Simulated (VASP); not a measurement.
# Cu (Fm-3m) in VASP: further runs, part 2 of 2

VASP 6.6.1. The steps go on from the part before.

## 3. Single point, LDA, collinear spin

INCAR

```
  ALGO = Normal
  EDIFF = 1E-6
  ENCUT = 520
  ISIF = 2
  ISMEAR = -1
  ISPIN = 2
  LASPH = True
  LCHARG = False
  LMAXMIX = 4
  LORBIT = 11
  LREAL = False
  LWAVE = False
  MAGMOM = 0.9
  NBANDS = 16
  NELM = 150
  NUPDOWN = 0.9
  PREC = Accurate
  SIGMA = 0.05
```

KPOINTS

```
k-points
0
Gamma
  16 16 16
```

POSCAR

```
Cu
1.0
    0.0000000000      1.8075000000      1.8075000000
    1.8075000000      0.0000000000      1.8075000000
    1.8075000000      1.8075000000      0.0000000000
Cu
1
Direct
    0.0000000000      0.0000000000      0.0000000000
```

Potentials or basis: VASP PAW LDA potentials, release 64 (Cu).

Launch:

```
$ cat potpaw_LDA.64/Cu/POTCAR > POTCAR
$ mpirun -np 1 vasp_std > vasp.out
```

OUTCAR:

```text
EDIFF = 1E-6
   ENCUT = 520
   ISIF = 2
   ISMEAR = -1
   ISPIN = 2
   LASPH = True
   LORBIT = 11
   LREAL = False
   NELM = 150
   NUPDOWN = 0.9
   PREC = Accurate

 ion  position               nearest neighbor table
   1  0.000  0.000  0.000-

  LATTYP: Found a face centered cubic cell.
 ALAT       =     3.6150000000

  Lattice vectors:

 A1 = (   0.0000000000,   1.8075000000,   1.8075000000)
 A2 = (   1.8075000000,   0.0000000000,   1.8075000000)
 A3 = (   1.8075000000,   1.8075000000,   0.0000000000)

Analysis of symmetry for initial positions (statically):
=====================================================================
 Subroutine PRICEL returns:
 Original cell was already a primitive cell.

 Routine SETGRP: Setting up the symmetry group for a
 face centered cubic supercell.

 Subroutine GETGRP returns: Found 48 space group operations
 (whereof 48 operations were pure point group operations)
 out of a pool of 48 trial point group operations.

The static configuration has the point symmetry O_h .

Analysis of symmetry for dynamics (positions and initial velocities):
=====================================================================
 Subroutine PRICEL returns:
 Original cell was already a primitive cell.

 Routine SETGRP: Setting up the symmetry group for a
 face centered cubic supercell.

 Subroutine GETGRP returns: Found 48 space group operations
 (whereof 48 operations were pure point group operations)
 out of a pool of 48 trial point group operations.

The dynamic configuration has the point symmetry O_h .

Analysis of structural, dynamic, and magnetic symmetry:
=====================================================================
 Subroutine PRICEL returns:
 Original cell was already a primitive cell.

 Routine SETGRP: Setting up the symmetry group for a
 face centered cubic supercell.

 Subroutine GETGRP returns: Found 48 space group operations
 (whereof 48 operations were pure point group operations)
 out of a pool of 48 trial point group operations.

The overall configuration has the point symmetry O_h .

 Subroutine INISYM returns: Found 48 space group operations
 (whereof 48 operations are pure point group operations),
 and found     1 'primitive' translations

----------------------------------------------------------------------------------------

                                     Primitive cell

  volume of cell :      11.8104

  direct lattice vectors                    reciprocal lattice vectors
     0.000000000  1.807500000  1.807500000    -0.276625173  0.276625173  0.276625173
     1.807500000  0.000000000  1.807500000     0.276625173 -0.276625173  0.276625173
     1.807500000  1.807500000  0.000000000     0.276625173  0.276625173 -0.276625173

  length of vectors
     2.556191014  2.556191014  2.556191014     0.479128854  0.479128854  0.479128854

  position of ions in fractional coordinates (direct lattice)
     0.000000000  0.000000000  0.000000000

  ion indices of the primitive-cell ions
   primitive index   ion index
                 1           1

----------------------------------------------------------------------------------------

 KPOINTS: k-points

Automatic generation of k-mesh.
 Grid dimensions read from file:
 generate k-points for:   16   16   16
[... 50 lines left out ...]
   dimension x,y,z NGXF=    40 NGYF=   40 NGZF=   40
   ions per type =               1
   NGX,Y,Z   is equivalent  to a cutoff of  13.01, 13.01, 13.01 a.u.
   NGXF,Y,Z  is equivalent  to a cutoff of  26.01, 26.01, 26.01 a.u.
 SYSTEM =  unknown system
   PREC   = accura    normal or accurate (medium, high low for compatibility)
   ISTART =      0    job   : 0-new  1-cont  2-samecut
   ICHARG =      2    charge: 1-file 2-atom 10-const
   ISPIN  =      2    spin polarized calculation?
   LNONCOLLINEAR =      F non collinear calculations
   LSORBIT =      F    spin-orbit coupling
   LASPH  =      T    aspherical Exc in radial PAW
   ENCUT  =  520.0 eV  38.22 Ry    6.18 a.u.   4.75  4.75  4.75*2*pi/ulx,y,z
   NELM   =    150;   NELMIN=  2; NELMDL= -5     # of ELM steps
   EDIFF  = 0.1E-05   stopping-criterion for ELM
   LREAL  =      F    real-space projection
   EDIFFG = 0.1E-04   stopping-criterion for IOM
   NSW    =      0    number of steps for IOM
   IBRION =     -1    ionic relax: 0-MD 1-quasi-New 2-CG
   NFREE  =      0    steps in history (QN), initial steepest desc. (CG)
   ISIF   =      2    stress and relaxation
   ISYM   =      2    0-nonsym 1-usesym 2-fastsym
   POTIM  = 0.5000    time-step for ionic-motion
   TEBEG  =    0.0;   TEEND  =   0.0 temperature during run
   PSTRESS=    0.0 pullay stress
   NELECT =      11.0000    total number of electrons
   NUPDOWN=       0.9000    fix difference up-down
   EMIN   =  10.00;   EMAX   =-10.00  energy-range for DOS
   EFERMI =   0.00;   METHOD = LEGACY
   ISMEAR =    -1;   SIGMA  =   0.05  broadening in eV -4-tet -1-fermi 0-gaus
   EFERMI_NEDOS =   21; number of points for ismear=-14 and -15
   IALGO  =     38    algorithm
   IMIX   =      4    mixing-type and parameters
     AMIX     =   0.40;   BMIX     =  1.00
     AMIX_MAG =   1.60;   BMIX_MAG =  1.00
  volume/ion in A,a.u.               =      11.81        79.70
  Fermi-wavevector in a.u.,A,eV,Ry     =   1.598763  3.021224 34.777078  2.556043
  Thomas-Fermi vector in A             =   2.696162
   LORBIT       =     11    0 simple, 1 ext, 2 COOP (PROOUT), +10 PAW based schemes
   GGA     = CA    functional components
   LHFCALC =     F    Hartree Fock is set to
   AEXX    =    0.0000 exact exchange contribution
   IVDW    =     0    specifies the selected vdW correction
   LEPSILON=     F    determine dielectric tensor
   LRPA    =     F    only Hartree local field effects (RPA)
 spin polarized calculation
  energy-cutoff  :      520.00
  volume of cell :       11.81
 maximum number of plane-waves:       332
   NGX =  9   NGY =  9   NGZ =  9

 number of electron      11.0000001 magnetization       0.9000000

 Free energy of the ion-electron system (eV)
  ---------------------------------------------------
  ext. energy  EPLUGINS =         0.00000000
  ---------------------------------------------------
  free energy    TOTEN  =        -3.46733325 eV

  energy without entropy =       -3.45173051  energy(sigma->0) =       -3.45953188

 E-fermi :   5.4668     XC(G=0): -13.1434

 val. band max:       10.6830387767   @ k =   0.5000   0.0625   0.0000
 cond. band min:       5.4675489947   @ k =  -0.3125   0.4375   0.1250
 fundamental gap:     -5.2154897820
 Fermi energy:        10.7598528496

 spin component 1

 k-point     1 :       0.0000    0.0000    0.0000
  band No.  band energies     occupation
      1      -2.3107      1.00000
      2       3.4845      1.00000
      3       3.4845      1.00000
      4       3.4845      1.00000
      5       4.3198      1.00000
      6       4.3198      1.00000
[... 435 lines left out ...]
      5       4.2600      1.00000
      6       4.3329      1.00000
[... 8 lines left out ...]
     15      40.0804      0.00000
     16      42.5603      0.00000

 [... further k-points ...]

 spin component 2

 k-point     1 :       0.0000    0.0000    0.0000
  band No.  band energies     occupation
      1      -1.7076      1.00000
      2       4.0582      1.00000
      3       4.0582      1.00000
      4       4.0582      1.00000
      5       4.8437      1.00000
      6       4.8437      1.00000
[... 435 lines left out ...]
      5       4.7841      1.00000
      6       4.8575      0.99999
[... 8 lines left out ...]
     15      40.6697      0.00000
     16      43.1785      0.00000

 [... further k-points ...]

------------------------ aborting loop because EDIFF is reached ----------------------------------------

  FORCE on cell =-STRESS in cart. coord.  units (eV):
  Direction    XX          YY          ZZ          XY          YZ          ZX
  --------------------------------------------------------------------------------------
  -------------------------------------------------------------------------------------
  Total       -0.1188801     -0.1188801     -0.1188801      0.0000000     -0.0000000     -0.0000000
  in kB      -16.1270456    -16.1270456    -16.1270456      0.0000000     -0.0000000     -0.0000000
  external PRESSURE =     -16.1270456 kB  Pullay stress =       0.0000000 kB

 VOLUME and BASIS-vectors are now :
 -----------------------------------------------------------------------------
  energy-cutoff  :      520.00
  volume of cell :       11.81
      direct lattice vectors                 reciprocal lattice vectors
     0.000000000  1.807500000  1.807500000    -0.276625173  0.276625173  0.276625173
     1.807500000  0.000000000  1.807500000     0.276625173 -0.276625173  0.276625173
     1.807500000  1.807500000  0.000000000     0.276625173  0.276625173 -0.276625173

 POSITION                                       TOTAL-FORCE (eV/Angst)
 -----------------------------------------------------------------------------------
      0.00000      0.00000      0.00000         0.000000      0.000000      0.000000
 -----------------------------------------------------------------------------------
    total drift:                                0.000000     -0.000000      0.000000

  FREE ENERGIE OF THE ION-ELECTRON SYSTEM (eV)
  ---------------------------------------------------
  free  energy   TOTEN  =        -3.4673332523 eV

  energy  without entropy=       -3.4517305092  energy(sigma->0) =       -3.45953188

 total charge

# of ion       s       p       d       tot
------------------------------------------
    1        0.463   0.459   9.049   9.971

 magnetization (x)

# of ion       s       p       d       tot
------------------------------------------
    1        0.076   0.186   0.459   0.722
```

OSZICAR:

```text
N       E                     dE             d eps       ncg     rms          rms(c)
DAV:   1     0.422318192463E+02    0.42232E+02   -0.49045E+03 11024   0.117E+03
DAV:   2    -0.326097636068E+01   -0.45493E+02   -0.41506E+02 10344   0.190E+02
DAV:   3    -0.492255814047E+01   -0.16616E+01   -0.16419E+01 11384   0.338E+01
DAV:   4    -0.493093007661E+01   -0.83719E-02   -0.83705E-02 11088   0.219E+00
DAV:   5    -0.493099466824E+01   -0.64592E-04   -0.64590E-04 11472   0.199E-01    0.948E+00
DAV:   6    -0.395479198734E+01    0.97620E+00   -0.18139E+01 12024   0.707E+01    0.513E+00
DAV:   7    -0.348611370153E+01    0.46868E+00   -0.24990E+00 11840   0.261E+01    0.919E-01
DAV:   8    -0.347686788771E+01    0.92458E-02   -0.94181E-03 11672   0.121E+00    0.558E-01
DAV:   9    -0.346763095146E+01    0.92369E-02   -0.82536E-03 12896   0.933E-01    0.142E-01
DAV:  10    -0.346733313367E+01    0.29782E-03   -0.98199E-04 13736   0.313E-01    0.228E-02
DAV:  11    -0.346733072788E+01    0.24058E-05   -0.21249E-05 11800   0.459E-02    0.792E-03
DAV:  12    -0.346733339456E+01   -0.26667E-05   -0.15839E-06 10400   0.144E-02    0.431E-03
DAV:  13    -0.346733325232E+01    0.14224E-06   -0.77817E-07  5736   0.115E-02
   1 F= -.34673333E+01 E0= -.34595319E+01  d E =-.156027E-01  mag=     0.9000
```

It took 75 s on 1 thread of Intel Xeon 8259CL, shared host; peak memory 0.15 GiB.

What came out:

| Item | Value |
| --- | --- |
| Free energy | -3.4673 eV |
| Pressure | -1.6 GPa |
| Net moment | 0.90 μB per cell |
| Site moments | Cu +0.72 μB |
| Valence electrons inside the program's atomic spheres | Cu 9.97 |

Caveat: the total moment is fixed, so each spin has its own Fermi level.

## 4. Single point, LDA, collinear spin

INCAR

```
SYSTEM = Cu
PREC = Accurate ; ENCUT = 520
EDIFF = 1E-6 ; ISMEAR = -1
SIGMA = 0.05 ; LREAL = .FALSE.
LASPH = .TRUE. ; NELM = 150
ALGO = Normal ; ISIF = 2
LWAVE = .FALSE. ; LCHARG = .FALSE.
ISPIN = 2 ; MAGMOM = 1.6
LORBIT = 11 ; NUPDOWN = 1.6
LMAXMIX = 4 ; GGA = CA
NBANDS = 16
```

KPOINTS

```
Automatic mesh
0
G
  16 16 16
  0 0 0
```

POSCAR is that of step 3.

Launch:

```
$ cat potpaw_LDA.64/Cu/POTCAR > POTCAR
$ mpirun -np 1 vasp_std > vasp.out
```

Wall time 85 s (1 thread of Intel Xeon 8259CL, shared host); peak memory 0.15 GiB.

Results (log left out):

```yaml
Free_energy: -1.1356 eV
Pressure: 21.5 GPa
Net_moment: 1.60 μB per cell
Site_moments: Cu +1.29 μB
Valence_electrons_inside_the_program's_atomic_spheres: Cu 9.92
```

Caveat: the cell stands under pressure; the total moment is fixed, so each spin has its own Fermi level.
